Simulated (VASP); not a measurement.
# TePb in VASP: a series of runs

The runs below take TePb through single point, with PBE, LDA.

Program: VASP 6.6.1. These are calculated values, not measurements. Logs are shortened: lines on timing, memory, paths and dates and some standing lists are left out, and cuts for length are marked.

## Step 1: The cell of the first run

The structure is cubic, space group Pm-3m (No. 221). The conventional cell has a = 4.002 Å, b = 4.002 Å, c = 4.002 Å, α = 90.00°, β = 90.00°, γ = 90.00°. Within 4.6 Å of Te (site symmetry m-3m) lie 8 Pb at 3.47 Å and 6 Te at 4.00 Å. Within 4.6 Å of Pb (site symmetry m-3m) lie 8 Te at 3.47 Å and 6 Pb at 4.00 Å.

## Step 2: Single point, PBE

Input file INCAR:

```
PREC = Accurate ; ENCUT = 500
EDIFF = 1E-6 ; ISMEAR = 0
SIGMA = 0.1 ; LREAL = F
LASPH = T ; NELM = 120
ALGO = Normal ; ISIF = 2
LWAVE = F ; LCHARG = F
GGA = PE ; NBANDS = 17
GGA_COMPAT = F
```

Input file KPOINTS:

```
Automatic mesh
0
Gamma
  3 3 3
```

Input file POSCAR:

```
TePb
1.0
    4.0022870000      0.0000000000      0.0000000000
    0.0000000000      4.0022870000      0.0000000000
    0.0000000000      0.0000000000      4.0022870000
Te Pb
1 1
Direct
    0.5000000000      0.5000000000      0.5000000000
    0.0000000000      0.0000000000      0.0000000000
```

Potentials or basis: VASP PAW PBE potentials, release 64 (Te, Pb_d).

Command:

```sh
$ cat potpaw_PBE.64/Te/POTCAR potpaw_PBE.64/Pb_d/POTCAR > POTCAR
$ mpirun -np 1 vasp_std > vasp.out
```

OUTCAR:

```text
PREC = Accurate
   ENCUT = 500
   EDIFF = 1E-6
   ISMEAR = 0
   LREAL = F
   LASPH = T
   NELM = 120
   ISIF = 2
   GGA = PE

 ion  position               nearest neighbor table
   1  0.500  0.500  0.500-   2 3.47   2 3.47   2 3.47   2 3.47   2 3.47   2 3.47   2 3.47   2 3.47

   2  0.000  0.000  0.000-   1 3.47   1 3.47   1 3.47   1 3.47   1 3.47   1 3.47   1 3.47   1 3.47

  LATTYP: Found a simple cubic cell.
 ALAT       =     4.0022870000

  Lattice vectors:

 A1 = (   4.0022870000,   0.0000000000,   0.0000000000)
 A2 = (   0.0000000000,   4.0022870000,   0.0000000000)
 A3 = (   0.0000000000,   0.0000000000,   4.0022870000)

Analysis of symmetry for initial positions (statically):
=====================================================================
 Subroutine PRICEL returns:
 Original cell was already a primitive cell.

 Routine SETGRP: Setting up the symmetry group for a
 simple cubic supercell.

 Subroutine GETGRP returns: Found 48 space group operations
 (whereof 48 operations were pure point group operations)
 out of a pool of 48 trial point group operations.

The static configuration has the point symmetry O_h .

Analysis of symmetry for dynamics (positions and initial velocities):
=====================================================================
 Subroutine PRICEL returns:
 Original cell was already a primitive cell.

 Routine SETGRP: Setting up the symmetry group for a
 simple cubic supercell.

 Subroutine GETGRP returns: Found 48 space group operations
 (whereof 48 operations were pure point group operations)
 out of a pool of 48 trial point group operations.

The dynamic configuration has the point symmetry O_h .

 Subroutine INISYM returns: Found 48 space group operations
 (whereof 48 operations are pure point group operations),
 and found     1 'primitive' translations

----------------------------------------------------------------------------------------

                                     Primitive cell

  volume of cell :      64.1098

  direct lattice vectors                    reciprocal lattice vectors
     4.002287000  0.000000000  0.000000000     0.249857144  0.000000000  0.000000000
     0.000000000  4.002287000  0.000000000     0.000000000  0.249857144  0.000000000
     0.000000000  0.000000000  4.002287000     0.000000000  0.000000000  0.249857144

  length of vectors
[... 57 lines left out ...]
   LSORBIT =      F    spin-orbit coupling
   LASPH  =      T    aspherical Exc in radial PAW
   ENCUT  =  500.0 eV  36.75 Ry    6.06 a.u.   7.30  7.30  7.30*2*pi/ulx,y,z
   NELM   =    120;   NELMIN=  2; NELMDL= -5     # of ELM steps
   EDIFF  = 0.1E-05   stopping-criterion for ELM
   LREAL  =      F    real-space projection
   EDIFFG = 0.1E-04   stopping-criterion for IOM
   NSW    =      0    number of steps for IOM
   IBRION =     -1    ionic relax: 0-MD 1-quasi-New 2-CG
   NFREE  =      0    steps in history (QN), initial steepest desc. (CG)
   ISIF   =      2    stress and relaxation
   ISYM   =      2    0-nonsym 1-usesym 2-fastsym
   POTIM  = 0.5000    time-step for ionic-motion
   TEBEG  =    0.0;   TEEND  =   0.0 temperature during run
   PSTRESS=    0.0 pullay stress
   NELECT =      20.0000    total number of electrons
   NUPDOWN=      -1.0000    fix difference up-down
   EMIN   =  10.00;   EMAX   =-10.00  energy-range for DOS
   EFERMI =   0.00;   METHOD = LEGACY
   ISMEAR =     0;   SIGMA  =   0.10  broadening in eV -4-tet -1-fermi 0-gaus
   EFERMI_NEDOS =   21; number of points for ismear=-14 and -15
   IALGO  =     38    algorithm
   IMIX   =      4    mixing-type and parameters
     AMIX     =   0.40;   BMIX     =  1.00
     AMIX_MAG =   1.60;   BMIX_MAG =  1.00
  volume/ion in A,a.u.               =      32.05       216.32
  Fermi-wavevector in a.u.,A,eV,Ry     =   1.110307  2.098177 16.773027  1.232783
  Thomas-Fermi vector in A             =   2.246857
   LORBIT       =      0    0 simple, 1 ext, 2 COOP (PROOUT), +10 PAW based schemes
   GGA     = PE    functional components
   LHFCALC =     F    Hartree Fock is set to
   AEXX    =    0.0000 exact exchange contribution
   IVDW    =     0    specifies the selected vdW correction
   LEPSILON=     F    determine dielectric tensor
   LRPA    =     F    only Hartree local field effects (RPA)
 non-spin polarized calculation
 Gauss-broadening in eV      SIGMA  =   0.10
  energy-cutoff  :      500.00
  volume of cell :       64.11
 maximum number of plane-waves:      1647
 NGX is ok and might be reduce to    30
   NGX = 15   NGY = 15   NGZ = 15

 number of electron      20.0000009 magnetization

 Free energy of the ion-electron system (eV)
  ---------------------------------------------------
  ext. energy  EPLUGINS =         0.00000000
  ---------------------------------------------------
  free energy    TOTEN  =        -6.93601478 eV

  energy without entropy =       -6.93601476  energy(sigma->0) =       -6.93601477

 E-fermi :   6.7303     XC(G=0):  -9.6621

 val. band max:        6.3416796249   @ k =   0.3333   0.3333   0.0000
 cond. band min:       7.1225649087   @ k =   0.3333   0.3333   0.3333
 fundamental gap:      0.7808852838
 Fermi energy:         6.7303136936

 k-point     1 :       0.0000    0.0000    0.0000
  band No.  band energies     occupation
      1     -10.8463      2.00000
      2     -10.8463      2.00000
      3     -10.7603      2.00000
      4     -10.7603      2.00000
      5     -10.7603      2.00000
      6      -5.7181      2.00000
[... 57 lines left out ...]
      4     -10.7632      2.00000
      5     -10.7632      2.00000
      6      -3.6738      2.00000
[... 9 lines left out ...]
     16      16.5392      0.00000
     17      18.6878      0.00000

------------------------ aborting loop because EDIFF is reached ----------------------------------------

  FORCE on cell =-STRESS in cart. coord.  units (eV):
  Direction    XX          YY          ZZ          XY          YZ          ZX
  --------------------------------------------------------------------------------------
  -------------------------------------------------------------------------------------
  Total        0.2348849      0.2348849      0.2348849      0.0000000     -0.0000000     -0.0000000
  in kB        5.8700399      5.8700399      5.8700399      0.0000000     -0.0000000     -0.0000000
  external PRESSURE =       5.8700399 kB  Pullay stress =       0.0000000 kB

 VOLUME and BASIS-vectors are now :
 -----------------------------------------------------------------------------
  energy-cutoff  :      500.00
  volume of cell :       64.11
      direct lattice vectors                 reciprocal lattice vectors
     4.002287000  0.000000000  0.000000000     0.249857144  0.000000000  0.000000000
     0.000000000  4.002287000  0.000000000     0.000000000  0.249857144  0.000000000
     0.000000000  0.000000000  4.002287000     0.000000000  0.000000000  0.249857144

 POSITION                                       TOTAL-FORCE (eV/Angst)
 -----------------------------------------------------------------------------------
      2.00114      2.00114      2.00114         0.000000      0.000000      0.000000
      0.00000      0.00000      0.00000         0.000000      0.000000      0.000000
 -----------------------------------------------------------------------------------
    total drift:                                0.000000     -0.000000     -0.000000

  FREE ENERGIE OF THE ION-ELECTRON SYSTEM (eV)
  ---------------------------------------------------
  free  energy   TOTEN  =        -6.9360147786 eV

  energy  without entropy=       -6.9360147647  energy(sigma->0) =       -6.93601477
```

OSZICAR:

```text
N       E                     dE             d eps       ncg     rms          rms(c)
DAV:   1     0.139346632720E+03    0.13935E+03   -0.90337E+03   136   0.111E+03
DAV:   2     0.275499741520E+01   -0.13659E+03   -0.13329E+03   136   0.274E+02
DAV:   3    -0.692847497562E+01   -0.96835E+01   -0.94289E+01   188   0.775E+01
DAV:   4    -0.718069536324E+01   -0.25222E+00   -0.25204E+00   176   0.141E+01
DAV:   5    -0.718776710504E+01   -0.70717E-02   -0.70717E-02   192   0.208E+00    0.350E+00
DAV:   6    -0.694058764998E+01    0.24718E+00   -0.63295E-01   190   0.486E+00    0.222E+00
DAV:   7    -0.693495017837E+01    0.56375E-02   -0.11242E-01   176   0.142E+00    0.988E-01
DAV:   8    -0.693592194828E+01   -0.97177E-03   -0.98349E-03   184   0.884E-01    0.265E-01
DAV:   9    -0.693601313769E+01   -0.91189E-04   -0.19661E-03   168   0.244E-01    0.504E-02
DAV:  10    -0.693600838505E+01    0.47526E-05   -0.12515E-04   168   0.627E-02    0.343E-02
DAV:  11    -0.693601432778E+01   -0.59427E-05   -0.41951E-05   192   0.339E-02    0.153E-02
DAV:  12    -0.693601477855E+01   -0.45078E-06   -0.38140E-06   167   0.101E-02
   1 F= -.69360148E+01 E0= -.69360148E+01  d E =-.138669E-07
```

It took 13 s on 1 thread of Intel Xeon 8259CL, shared host; peak memory 0.16 GiB.

Results:

```yaml
Free_energy: -6.9360 eV
Pressure: 0.6 GPa
Band_gap_on_the_k_mesh: 0.78 eV, indirect (least direct gap 2.09 eV)
```

Levels at points of the mesh, in eV from the valence-band top:
```tsv
k point	band 8	band 9	band 10	band 11	band 12	band 13
(0.00, 0.00, 0.00)	-1.48	-1.48	-1.48	4.09	4.09	5.29
```

Caveat: the k points lie up to 0.52 Å⁻¹ apart; spin-orbit coupling is left out, which moves the levels of the heavy elements.

## Step 3: Single point, PBE

Input file INCAR:

```
PREC = Accurate ; ENCUT = 500
EDIFF = 1E-6 ; ISMEAR = 0
SIGMA = 0.1 ; LREAL = False
LASPH = True ; NELM = 120
ALGO = Normal ; ISIF = 2
LWAVE = False ; LCHARG = False
GGA = PE ; NBANDS = 17
GGA_COMPAT = False
```

Input file KPOINTS:

```
Automatic mesh
0
Gamma
  2 2 2
```

POSCAR is that of step 2.

Potentials or basis: VASP PAW PBE potentials, release 64 (Te, Pb_d).

Command:

```sh
$ cat potpaw_PBE.64/Te/POTCAR potpaw_PBE.64/Pb_d/POTCAR > POTCAR
$ mpirun -np 1 vasp_std > vasp.out
```

OUTCAR:

```text
PREC = Accurate
   ENCUT = 500
   EDIFF = 1E-6
   ISMEAR = 0
   LREAL = False
   LASPH = True
   NELM = 120
   ISIF = 2
   GGA = PE

 ion  position               nearest neighbor table
   1  0.500  0.500  0.500-   2 3.47   2 3.47   2 3.47   2 3.47   2 3.47   2 3.47   2 3.47   2 3.47

   2  0.000  0.000  0.000-   1 3.47   1 3.47   1 3.47   1 3.47   1 3.47   1 3.47   1 3.47   1 3.47

  LATTYP: Found a simple cubic cell.
 ALAT       =     4.0022870000

  Lattice vectors:

[... 245 lines left out ...]
------------------------ aborting loop because EDIFF is reached ----------------------------------------

  FORCE on cell =-STRESS in cart. coord.  units (eV):
  Direction    XX          YY          ZZ          XY          YZ          ZX
  --------------------------------------------------------------------------------------
  -------------------------------------------------------------------------------------
  Total        0.9531469      0.9531469      0.9531469     -0.0000000      0.0000000     -0.0000000
  in kB       23.8202172     23.8202172     23.8202172     -0.0000000      0.0000000     -0.0000000
  external PRESSURE =      23.8202172 kB  Pullay stress =       0.0000000 kB

 VOLUME and BASIS-vectors are now :
 -----------------------------------------------------------------------------
  energy-cutoff  :      500.00
  volume of cell :       64.11
      direct lattice vectors                 reciprocal lattice vectors
     4.002287000  0.000000000  0.000000000     0.249857144  0.000000000  0.000000000
     0.000000000  4.002287000  0.000000000     0.000000000  0.249857144  0.000000000
     0.000000000  0.000000000  4.002287000     0.000000000  0.000000000  0.249857144

 POSITION                                       TOTAL-FORCE (eV/Angst)
 -----------------------------------------------------------------------------------
      2.00114      2.00114      2.00114         0.000000      0.000000      0.000000
      0.00000      0.00000      0.00000         0.000000      0.000000      0.000000
 -----------------------------------------------------------------------------------
    total drift:                                0.000000     -0.000000     -0.000000

  FREE ENERGIE OF THE ION-ELECTRON SYSTEM (eV)
  ---------------------------------------------------
  free  energy   TOTEN  =        -5.9230997936 eV

  energy  without entropy=       -5.9201612027  energy(sigma->0) =       -5.92163050
```

Wall time 8.9 s (1 thread of Intel Xeon 8259CL, shared host); peak memory 0.16 GiB.

What came out:

| Item | Value |
| --- | --- |
| Free energy | -5.9231 eV |
| Pressure | 2.4 GPa |
| Band gap on the k mesh | zero (band 10 reaches 6.60 eV, above the bottom of band 11 at 5.36 eV) |

Caveat: the k points lie up to 0.78 Å⁻¹ apart; spin-orbit coupling is left out, which moves the levels of the heavy elements.

[end of part 1 of 2]
